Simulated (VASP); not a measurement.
# ZnS (F-43m) in VASP: single point with PBEsol

Aim: the single point of ZnS with PBEsol.

Everything below comes from runs of VASP 6.6.1. Logs are shortened: lines on timing, memory, paths and dates and some standing lists are left out, and cuts for length are marked.

**The experiment to reproduce.**

“Electronic, vibrational, and thermodynamic properties of ZnS (zincblende and rocksalt structure)”, 2009, arxiv:0911.5022 quotes, for a bulk crystal of ZnS at 19 K: band gap 3.85 eV (direct).

How close the calculation comes is told below.

## 1. The cell of the first run

Symmetry: F-43m, No. 216, cubic system. Conventional cell: a = 5.409 Å, b = 5.409 Å, c = 5.409 Å, α = 90.00°, β = 90.00°, γ = 90.00°. Within 3.1 Å of Zn (site symmetry -43m) lie 4 S at 2.34 Å. S (site symmetry -43m) has 4 Zn at 2.34 Å within 3.1 Å.

## 2. Single point, PBEsol

INCAR

```
SYSTEM = ZnS
ALGO = Normal ; EDIFF = 1E-6
ENCUT = 520 ; GGA = PS
ISIF = 2 ; ISMEAR = 0
LASPH = .TRUE. ; LCHARG = .FALSE.
LREAL = .FALSE. ; LWAVE = .FALSE.
NBANDS = 16 ; NELM = 80
PREC = Accurate ; SIGMA = 0.05
```

KPOINTS

```
k-points
0
G
  10 10 10
  0 0 0
```

POSCAR

```
ZnS
1.0
    0.0000000000      2.7046500000      2.7046500000
    2.7046500000      0.0000000000      2.7046500000
    2.7046500000      2.7046500000      0.0000000000
Zn S
1 1
Direct
    0.0000000000      0.0000000000      0.0000000000
    0.7500000000      0.7500000000      0.7500000000
```

Potentials or basis: VASP PAW PBE potentials, release 64 (Zn, S).

Command:

```console
$ cat potpaw_PBE.64/Zn/POTCAR potpaw_PBE.64/S/POTCAR > POTCAR
$ mpirun -np 1 vasp_std > vasp.out
```

OUTCAR:

```text
SYSTEM = ZnS
   EDIFF = 1E-6
   ENCUT = 520
   GGA = PS
   ISIF = 2
   ISMEAR = 0
   LASPH = .TRUE.
   LREAL = .FALSE.
   NELM = 80
   PREC = Accurate

 ion  position               nearest neighbor table
   1  0.000  0.000  0.000-   2 2.34   2 2.34   2 2.34   2 2.34
   2  0.750  0.750  0.750-   1 2.34   1 2.34   1 2.34   1 2.34

  LATTYP: Found a face centered cubic cell.
 ALAT       =     5.4093000000

  Lattice vectors:

 A1 = (   0.0000000000,   2.7046500000,   2.7046500000)
 A2 = (   2.7046500000,   0.0000000000,   2.7046500000)
 A3 = (   2.7046500000,   2.7046500000,   0.0000000000)

Analysis of symmetry for initial positions (statically):
=====================================================================
 Subroutine PRICEL returns:
 Original cell was already a primitive cell.

 Routine SETGRP: Setting up the symmetry group for a
 face centered cubic supercell.

 Subroutine GETGRP returns: Found 24 space group operations
 (whereof 24 operations were pure point group operations)
 out of a pool of 48 trial point group operations.

The static configuration has the point symmetry T_d .

Analysis of symmetry for dynamics (positions and initial velocities):
=====================================================================
 Subroutine PRICEL returns:
 Original cell was already a primitive cell.

 Routine SETGRP: Setting up the symmetry group for a
 face centered cubic supercell.

 Subroutine GETGRP returns: Found 24 space group operations
 (whereof 24 operations were pure point group operations)
 out of a pool of 48 trial point group operations.

The dynamic configuration has the point symmetry T_d .

 Subroutine INISYM returns: Found 24 space group operations
 (whereof 24 operations are pure point group operations),
 and found     1 'primitive' translations

----------------------------------------------------------------------------------------

                                     Primitive cell

  volume of cell :      39.5697

  direct lattice vectors                    reciprocal lattice vectors
     0.000000000  2.704650000  2.704650000    -0.184866803  0.184866803  0.184866803
     2.704650000  0.000000000  2.704650000     0.184866803 -0.184866803  0.184866803
     2.704650000  2.704650000  0.000000000     0.184866803  0.184866803 -0.184866803

  length of vectors
     3.824952711  3.824952711  3.824952711     0.320198696  0.320198696  0.320198696

  position of ions in fractional coordinates (direct lattice)
     0.000000000  0.000000000  0.000000000
     0.750000000  0.750000000  0.750000000

  ion indices of the primitive-cell ions
   primitive index   ion index
                 1           1
                 2           2

----------------------------------------------------------------------------------------

 KPOINTS: k-points

Automatic generation of k-mesh.
 Grid dimensions read from file:
 generate k-points for:   10   10   10

 Generating k-lattice:

  Cartesian coordinates                     Fractional coordinates (reciprocal lattice)
    -0.018486680  0.018486680  0.018486680     0.100000000  0.000000000  0.000000000
     0.018486680 -0.018486680  0.018486680     0.000000000  0.100000000  0.000000000
     0.018486680  0.018486680 -0.018486680     0.000000000  0.000000000  0.100000000

  Length of vectors
     0.032019870  0.032019870  0.032019870

  Shift w.r.t. Gamma in fractional coordinates (k-lattice)
     0.000000000  0.000000000  0.000000000

 Subroutine IBZKPT returns following result:
 ===========================================

 Found     47 irreducible k-points:

 Following reciprocal coordinates:
            Coordinates               Weight
  0.000000  0.000000  0.000000      1.000000
  0.100000  0.000000  0.000000      8.000000
  0.200000  0.000000  0.000000      8.000000
  0.300000  0.000000  0.000000      8.000000
  0.400000  0.000000  0.000000      8.000000
  0.500000  0.000000  0.000000      4.000000
[... 16 lines left out ...]
  0.300000  0.300000  0.000000      6.000000
  0.400000  0.300000  0.000000     24.000000
 [... further k-points ...]
   k-points           NKPTS =     47   k-points in BZ     NKDIM =     47   number of bands    NBANDS=     16
   number of dos      NEDOS =    301   number of ions     NIONS =      2
   total plane-waves  NPLWV =  21952
   dimension x,y,z NGX =    28 NGY =   28 NGZ =   28
   dimension x,y,z NGXF=    56 NGYF=   56 NGZF=   56
   ions per type =               1   1
   NGX,Y,Z   is equivalent  to a cutoff of  12.17, 12.17, 12.17 a.u.
   NGXF,Y,Z  is equivalent  to a cutoff of  24.34, 24.34, 24.34 a.u.
 SYSTEM =  ZnS
   PREC   = accura    normal or accurate (medium, high low for compatibility)
   ISTART =      0    job   : 0-new  1-cont  2-samecut
   ICHARG =      2    charge: 1-file 2-atom 10-const
   ISPIN  =      1    spin polarized calculation?
   LNONCOLLINEAR =      F non collinear calculations
   LSORBIT =      F    spin-orbit coupling
   LASPH  =      T    aspherical Exc in radial PAW
   ENCUT  =  520.0 eV  38.22 Ry    6.18 a.u.   7.11  7.11  7.11*2*pi/ulx,y,z
   NELM   =     80;   NELMIN=  2; NELMDL= -5     # of ELM steps
   EDIFF  = 0.1E-05   stopping-criterion for ELM
   LREAL  =      F    real-space projection
   EDIFFG = 0.1E-04   stopping-criterion for IOM
   NSW    =      0    number of steps for IOM
   IBRION =     -1    ionic relax: 0-MD 1-quasi-New 2-CG
   NFREE  =      0    steps in history (QN), initial steepest desc. (CG)
   ISIF   =      2    stress and relaxation
   ISYM   =      2    0-nonsym 1-usesym 2-fastsym
   POTIM  = 0.5000    time-step for ionic-motion
   TEBEG  =    0.0;   TEEND  =   0.0 temperature during run
   PSTRESS=    0.0 pullay stress
   NELECT =      18.0000    total number of electrons
   NUPDOWN=      -1.0000    fix difference up-down
   EMIN   =  10.00;   EMAX   =-10.00  energy-range for DOS
   EFERMI =   0.00;   METHOD = LEGACY
   ISMEAR =     0;   SIGMA  =   0.05  broadening in eV -4-tet -1-fermi 0-gaus
   EFERMI_NEDOS =   21; number of points for ismear=-14 and -15
   IALGO  =     38    algorithm
   IMIX   =      4    mixing-type and parameters
     AMIX     =   0.40;   BMIX     =  1.00
     AMIX_MAG =   1.60;   BMIX_MAG =  1.00
  volume/ion in A,a.u.               =      19.78       133.51
  Fermi-wavevector in a.u.,A,eV,Ry     =   1.259055  2.379268 21.568210  1.585219
  Thomas-Fermi vector in A             =   2.392634
   LORBIT       =      0    0 simple, 1 ext, 2 COOP (PROOUT), +10 PAW based schemes
   GGA     = PS    functional components
   LHFCALC =     F    Hartree Fock is set to
   AEXX    =    0.0000 exact exchange contribution
   IVDW    =     0    specifies the selected vdW correction
   LEPSILON=     F    determine dielectric tensor
   LRPA    =     F    only Hartree local field effects (RPA)
 non-spin polarized calculation
 Gauss-broadening in eV      SIGMA  =   0.05
  energy-cutoff  :      520.00
  volume of cell :       39.57
 maximum number of plane-waves:      1090
   NGX = 15   NGY = 15   NGZ = 15

 number of electron      17.9999998 magnetization

 Free energy of the ion-electron system (eV)
  ---------------------------------------------------
  ext. energy  EPLUGINS =         0.00000000
  ---------------------------------------------------
  free energy    TOTEN  =        -7.58249688 eV

  energy without entropy =       -7.58249688  energy(sigma->0) =       -7.58249688

 E-fermi :   2.2403     XC(G=0):  -9.8362

 val. band max:        1.9855133976   @ k =   0.0000   0.0000   0.0000
 cond. band min:       3.9506469974   @ k =   0.0000   0.0000   0.0000
 fundamental gap:      1.9651335998
 Fermi energy:         2.2403303100

 k-point     1 :       0.0000    0.0000    0.0000
  band No.  band energies     occupation
      1     -11.1488      2.00000
      2      -4.3736      2.00000
      3      -4.3736      2.00000
      4      -4.3736      2.00000
      5      -3.8778      2.00000
      6      -3.8778      2.00000
[... 8 lines left out ...]
     15      13.7171      0.00000
     16      13.7171      0.00000

 k-point     2 :       0.1000    0.0000    0.0000
  band No.  band energies     occupation
      1     -11.0724      2.00000
      2      -4.3747      2.00000
      3      -4.3598      2.00000
      4      -4.3598      2.00000
      5      -3.8791      2.00000
      6      -3.8791      2.00000
[... 8 lines left out ...]
     15      13.2474      0.00000
     16      14.2072      0.00000

 k-point     3 :       0.2000    0.0000    0.0000
  band No.  band energies     occupation
      1     -10.8615      2.00000
      2      -4.3595      2.00000
      3      -4.3259      2.00000
      4      -4.3259      2.00000
      5      -3.8792      2.00000
      6      -3.8792      2.00000
[... 8 lines left out ...]
     15      12.8122      0.00000
     16      14.2709      0.00000

 k-point     4 :       0.3000    0.0000    0.0000
  band No.  band energies     occupation
      1     -10.5746      2.00000
      2      -4.2896      2.00000
      3      -4.2896      2.00000
      4      -4.2752      2.00000
      5      -3.8710      2.00000
      6      -3.8710      2.00000
[... 8 lines left out ...]
     15      13.1808      0.00000
     16      13.7056      0.00000
[... 324 lines left out ...]
 k-point    22 :      -0.2000    0.2000    0.0000
  band No.  band energies     occupation
      1     -10.4775      2.00000
      2      -4.2786      2.00000
      3      -4.2651      2.00000
      4      -4.2528      2.00000
      5      -3.8998      2.00000
      6      -3.8402      2.00000
[... 8 lines left out ...]
     15      14.7661      0.00000
     16      16.4262      0.00000

 k-point    23 :       0.3000    0.3000    0.0000
  band No.  band energies     occupation
      1     -10.3821      2.00000
      2      -4.4313      2.00000
      3      -4.1740      2.00000
      4      -4.1740      2.00000
      5      -3.9098      2.00000
      6      -3.8284      2.00000
[... 8 lines left out ...]
     15      14.8041      0.00000
     16      18.4363      0.00000

 k-point    24 :       0.4000    0.3000    0.0000
  band No.  band energies     occupation
      1     -10.1776      2.00000
      2      -4.3978      2.00000
      3      -4.1293      2.00000
      4      -4.1207      2.00000
      5      -3.8550      2.00000
      6      -3.8208      2.00000
[... 8 lines left out ...]
     15      15.3494      0.00000
     16      17.7201      0.00000

 [... further k-points ...]
[... 5 lines left out ...]
  --------------------------------------------------------------------------------------
  -------------------------------------------------------------------------------------
  Total       -0.4928304     -0.4928304     -0.4928304     -0.0000000      0.0000000     -0.0000000
  in kB      -19.9546853    -19.9546853    -19.9546853     -0.0000000      0.0000000     -0.0000000
  external PRESSURE =     -19.9546853 kB  Pullay stress =       0.0000000 kB

 VOLUME and BASIS-vectors are now :
 -----------------------------------------------------------------------------
  energy-cutoff  :      520.00
  volume of cell :       39.57
      direct lattice vectors                 reciprocal lattice vectors
     0.000000000  2.704650000  2.704650000    -0.184866803  0.184866803  0.184866803
     2.704650000  0.000000000  2.704650000     0.184866803 -0.184866803  0.184866803
     2.704650000  2.704650000  0.000000000     0.184866803  0.184866803 -0.184866803

 POSITION                                       TOTAL-FORCE (eV/Angst)
 -----------------------------------------------------------------------------------
      0.00000      0.00000      0.00000         0.000000      0.000000      0.000000
      4.05697      4.05697      4.05697        -0.000000     -0.000000     -0.000000
 -----------------------------------------------------------------------------------
    total drift:                               -0.000001     -0.000001     -0.000001

  FREE ENERGIE OF THE ION-ELECTRON SYSTEM (eV)
  ---------------------------------------------------
  free  energy   TOTEN  =        -7.5824968763 eV

  energy  without entropy=       -7.5824968763  energy(sigma->0) =       -7.58249688
```

It took 50 s on 1 thread of Intel Xeon 8259CL, shared host; peak memory 0.14 GiB.

What came out:

* Free energy: -7.5825 eV
* Pressure: -2.0 GPa
* Band gap on the k mesh: 1.97 eV, direct

Caveat: the PAW data sets were made with another functional, which shifts forces and pressure a little.

## 3. Against experiment

Step 2. Measured gap of ZnS: 3.85 eV (direct; 19 K; quoted in “Electronic, vibrational, and thermodynamic properties of ZnS (zincblende and rocksalt structure)”, 2009, arxiv:0911.5022). This calculation gives 1.97 eV (-1.88 eV). The value is that of PBEsol, without temperature or zero-point motion. Semilocal functionals fall short of measured gaps as a rule.
